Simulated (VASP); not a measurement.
Input of a VASP 6.6.1 run:

The input INCAR:

```
PREC = Accurate
ENCUT = 520
EDIFF = 1E-7
ISMEAR = 0
SIGMA = 0.05
LREAL = False
LASPH = True
NELM = 60
ALGO = Normal
ISIF = 2
LWAVE = False
LCHARG = False
NBANDS = 11
```

Contents of KPOINTS:

```
Automatic mesh
0
Gamma
  14 14 14
```

File POSCAR:

```
C
1.0
    0.0000000000      2.2865250000      3.3480000000
    1.3201000000      0.0000000000      3.3480000000
    1.3201000000      2.2865250000      0.0000000000
C
2
Direct
    0.1666700000      0.8333300000      0.1666700000
    0.8333300000      0.1666700000      0.8333300000
```

Potentials or basis: VASP PAW LDA potentials, release 64 (C).

The run is started by

```sh
$ cat potpaw_LDA.64/C/POTCAR > POTCAR
$ mpirun -np 1 vasp_std > vasp.out
```

Question: What does it give for the largest force?

Answer: 0.037 eV/Å.

Question: Estimate the pressure.

Answer: -46.7 GPa.

Forces in eV/Å, atoms in the order of the input:
```
C    0.000  0.037  0.000
C    0.000 -0.037  0.000
```

Caveat: the cell differs from its parent crystal (strain +0.0750 x Voigt [1, 1, 0, 0, 0, 0]); the cell stands under tension.
